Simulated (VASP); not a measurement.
Wanted: the native input for a VASP 6.6.1 run.

```
Task                   : single point
Functional             : LDA
Potentials or basis    : VASP PAW PBE potentials, release 64 (Yb)
Cutoff                 : 600 eV
k mesh                 : 7 × 7 × 7
Occupations            : fermi-dirac, width 0.1 eV
Spin                   : no spin polarisation
Dipole correction      : no
Further INCAR settings : ALGO = Normal; EDIFF = 1e-06; NBANDS = 18
```

The structure of Yb lies in POSCAR:

```
Yb
1.0
    0.0000000000      2.7431000000      2.7431000000
    2.7431000000      0.0000000000      2.7431000000
    2.7431000000      2.7431000000      0.0000000000
Yb
1
Direct
    0.0000000000      0.0000000000      0.0000000000
```

The input as run:

INCAR

```
SYSTEM = Yb
PREC = Accurate
ENCUT = 600
EDIFF = 1E-6
ISMEAR = -1
SIGMA = 0.1
LREAL = .FALSE.
LASPH = .TRUE.
NELM = 200
ALGO = Normal
ISIF = 2
LWAVE = .FALSE.
LCHARG = .FALSE.
GGA = CA
NBANDS = 18
GGA_COMPAT = .FALSE.
LMAXMIX = 6
```

KPOINTS

```
regular mesh
0
G
  7 7 7
  0 0 0
```

Potentials or basis: VASP PAW PBE potentials, release 64 (Yb).

The run is started by

```bash
$ cat potpaw_PBE.64/Yb/POTCAR > POTCAR
$ mpirun -np 1 vasp_std > vasp.out
```

It gave:

| Quantity | Value |
| --- | --- |
| Pressure | -3.9 GPa |

Caveat: the cell stands under tension; the PAW data sets were made with another functional, which shifts forces and pressure a little.

It took 18 s on 1 thread of Intel(R) Xeon(R) 6975P-C (Granite Rapids), with other jobs on the host, peak memory 0.17 GiB.
